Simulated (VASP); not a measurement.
Runs of VASP 6.6.1 on NaCaI3. The structure is that of space group Pm-3m (No. 221), or close to it. The cells are those of the table. 

```csv
level,cell,gap on the mesh (eV),pressure (GPa)
PBE,"a = 6.265 Å, 5 atoms",2.41,-0.7
r2SCAN,"a = 6.064 Å, 5 atoms",3.06,0.6
r2SCAN,"a = 6.001 Å, 5 atoms",3.04,1.2
r2SCAN,"a = 6.187 Å, 5 atoms",3.09,-0.4
PBE,"a = 6.145 Å, 5 atoms",2.40,(a)
PBE,"a = 6.206 Å, 5 atoms",2.41,-0.4
r2SCAN,"a = 6.126 Å, 5 atoms",3.07,0.0
PBE,"a = 6.126 Å, 5 atoms",2.40,0.2
PBE,"a = 6.083 Å, 5 atoms",2.39,0.6
r2SCAN,"a = 6.246 Å, 5 atoms",(b),-0.8
PBE,"a = 6.019 Å, 5 atoms",(c),1.2
```

Alike in all rows: task single point; potentials or basis VASP PAW PBE potentials, release 64 (Na_pv, Ca_sv, I); no spin polarisation; k mesh 4 × 4 × 4; cutoff (eV) 520; smearing gaussian 0.01 eV.

**Question.** Estimate the missing entries.

**Answer.** (a) 0.1; (b) 3.10; (c) 2.38.

Caveats: spin-orbit coupling is left out, which moves the levels of the heavy elements; the PAW data sets were made with another functional, which shifts forces and pressure a little (at least some runs).

A k mesh can miss the band edges, and the runs leave out spin-orbit coupling on I.
